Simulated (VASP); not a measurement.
Input of a VASP 6.6.1 run:

Contents of INCAR:

```
SYSTEM = CoCl
PREC = Accurate
ENCUT = 600
EDIFF = 1E-6
ISMEAR = 0
SIGMA = 0.1
LREAL = .False.
LASPH = .True.
NELM = 150
ALGO = Normal
ISIF = 3
LWAVE = .False.
LCHARG = .False.
ISPIN = 2
MAGMOM = 2.12 0.15
LORBIT = 11
LMAXMIX = 4
GGA = PE
IBRION = 2
NSW = 100
EDIFFG = -0.01
```

The input KPOINTS:

```
Automatic mesh
0
Gamma
  18 18 18
  0 0 0
```

POSCAR

```
CoCl
1.0
    3.0755950481      0.0000000000      0.0000000000
    0.0000000000      3.0755950481      0.0000000000
    0.0000000000      0.0000000000      3.0755950481
Co Cl
1 1
Direct
    0.0000000000      0.0000000000      0.0000000000
    0.5000000000      0.5000000000      0.5000000000
```

Potentials or basis: VASP PAW PBE potentials, release 64 (Co, Cl).

Launch:

```console
$ cat potpaw_PBE.64/Co/POTCAR potpaw_PBE.64/Cl/POTCAR > POTCAR
$ mpirun -np 1 vasp_std > vasp.out
```

Problem. What does it give for the space group after relaxing (to 0.1 Å)?

Solution. Pm-3m (No. 221).

Problem. Estimate the relaxed volume.

Solution. 14.45 Å³/atom.

Problem. Predict the net moment.

Solution. 2.00 μB per cell.

Final structure:
```yaml
crystal:
  lattice:
    - [3.06852, 0.00000, 0.00000]
    - [0.00000, 3.06852, 0.00000]
    - [0.00000, 0.00000, 3.06852]
  atoms:
    - { symbol: Co, position: [0.00000, 0.00000, 0.00000] }
    - { symbol: Cl, position: [0.50000, 0.50000, 0.50000] }
```

Caveat: a cell with one magnetic atom can't hold antiferromagnetic order, which such compounds often take.
